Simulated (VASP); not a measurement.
Crystal: AlN.

```
CELL_PARAMETERS angstrom
0.00000 2.18399 2.18399
2.18399 0.00000 2.18399
2.18399 2.18399 0.00000
ATOMIC_POSITIONS crystal
Al 0.00000 0.00000 0.00000
N 0.75000 0.75000 0.75000
```

Base run:

| Quantity | Value |
| --- | --- |
| Program | VASP 6.6.1 |
| Functional | revPBE |
| Potentials or basis | VASP PAW PBE potentials, release 64 (Al, N) |
| Cutoff | 520 eV |
| k mesh | 8 × 8 × 8 |
| Occupations | gaussian, width 0.01 eV |
| Spin | no spin polarisation |

Its results: band gap on the k mesh 3.35 eV, indirect (least direct gap 4.22 eV); pressure 7.1 GPa.

Task: The run is repeated on the same cell with these changes: functional from revPBE to BLYP. What comes out?

Result: Band gap on the k mesh 3.67 eV, indirect (least direct gap 4.48 eV); pressure 8.3 GPa.

Caveats: the PAW data sets were made with another functional, which shifts forces and pressure a little.

A k mesh can miss the band edges.
